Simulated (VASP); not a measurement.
# BN: single point with PBE

The system is BN.

```
CELL_PARAMETERS angstrom
2.55394 -0.01277 0.00000
-1.28803 2.21816 0.00000
0.00000 0.00000 4.22685
ATOMIC_POSITIONS crystal
B 0.66667 0.33333 0.99972
B 0.33333 0.66667 0.49972
N 0.66667 0.33333 0.62528
N 0.33333 0.66667 0.12528
```

This cell differs from its parent crystal: strain -0.0100 x Voigt [0, 0, 0, 0, 0, 1].

```
Program             : VASP 6.6.1
Task                : single point
Functional          : PBE
Potentials or basis : VASP PAW PBE potentials, release 64 (B, N)
Cutoff              : 520 eV
k mesh              : 12 × 12 × 6
Occupations         : gaussian, width 0.05 eV
Spin                : no spin polarisation
```

| Property | Result |
| --- | --- |
| Pressure | 0.2 GPa |
| Largest force | 0.046 eV/Å |
| Band gap on the k mesh | 5.17 eV (least direct gap 8.20 eV) |

Forces in eV/Å, atoms in the order of the input:
```
B   -0.020 -0.002  0.013
B    0.020  0.002  0.013
N   -0.044 -0.002 -0.013
N    0.044  0.002 -0.013
```

Stress tensor (GPa, compression positive):
```
 0.49  4.09  0.00
 4.09  0.51  0.00
 0.00  0.00 -0.32
```

Levels at points of the mesh, in eV from the valence-band top:
| k point | band 5 | band 6 | band 7 | band 8 | band 9 | band 10 | band 11 | band 12 |
| --- | --- | --- | --- | --- | --- | --- | --- | --- |
| (0.00, 0.00, 0.00) | -2.10 | -0.30 | -0.06 | 0.00 | 8.21 | 8.37 | 8.50 | 9.42 |
| (0.50, 0.00, 0.00) | -6.83 | -5.05 | -4.40 | -2.20 | 6.50 | 7.87 | 10.43 | 11.23 |
| (0.00, 0.50, 0.00) | -6.88 | -4.96 | -4.39 | -2.12 | 6.65 | 7.90 | 10.52 | 11.36 |
| (0.50, 0.50, 0.00) | -6.94 | -4.87 | -4.40 | -2.05 | 6.81 | 7.92 | 10.61 | 11.49 |
| (0.00, 0.00, 0.50) | -1.22 | -1.22 | -1.16 | -1.16 | 9.33 | 9.33 | 9.78 | 9.78 |
| (0.50, 0.00, 0.50) | -3.84 | -3.84 | -3.55 | -3.55 | 6.45 | 6.45 | 9.90 | 9.90 |
| (0.00, 0.50, 0.50) | -3.76 | -3.76 | -3.57 | -3.57 | 6.52 | 6.52 | 9.94 | 9.94 |
| (0.50, 0.50, 0.50) | -3.67 | -3.67 | -3.59 | -3.59 | 6.59 | 6.59 | 9.99 | 9.99 |

It took 2.5 min on 1 thread of Intel Xeon 8259CL (shared host), peak memory 0.21 GiB.

Caveat: the cell differs from its parent crystal (strain -0.0100 x Voigt [0, 0, 0, 0, 0, 1]). A k mesh can miss the band edges.
